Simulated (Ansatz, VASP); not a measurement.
Two plane-wave programs on GeSbTe3

```
Ge Sb Te
1.0
     2.01514    1.16344   10.40057
    -2.01514    1.16344   10.40057
     0.00000   -2.32688   10.40057
Ge Sb Te
1 1 3
Cartesian
  0.0000 0.0000 18.7157
  0.0000 0.0000 12.3383
  0.0000 0.0000 31.1746
  0.0000 0.0000 24.5691
  0.0000 0.0000 6.8074
```

Change from the starting cell: strain -0.030 along x and y, +0.000 along z, atoms carried along.

Alike in both runs: task single point; functional PBE; k mesh 12 × 12 × 12; occupations gaussian, width 0.15 eV; no spin polarisation.

```csv
,VASP,Ansatz
version,VASP 6.6.1,Ansatz 0.2.0
potentials or method,"VASP PAW PBE potentials, release 64 (Ge_d, Sb, Te), cutoff 500 eV","scalar-relativistic, plane waves, PAW"
valence electrons in the cell,37,77
```

Ansatz gave:

* gap on the k mesh at the Fermi level (eV): none
* pressure (GPa): 3.2
* traceless stress, the component that is largest in VASP (GPa): -0.77
* rms of the force components (eV/Å): 0.121

Which values does VASP return?

gap on the k mesh at the Fermi level (eV): none; pressure (GPa): 3.2; traceless stress, the component that is largest in VASP (GPa): -0.75; rms of the force components (eV/Å): 0.130.

Atom by atom the forces differ by 0.010 eV/Å (rms over components). A gap of «none» marks a metal or a gap that the smearing closes. The functional is the same, so the differences come from potentials, cutoffs and numerics. VASP's potentials hold 37 valence electrons a cell and Ansatz's 77, so a difference there can come from the potentials and not from the codes.

Neither program's run includes spin-orbit coupling.
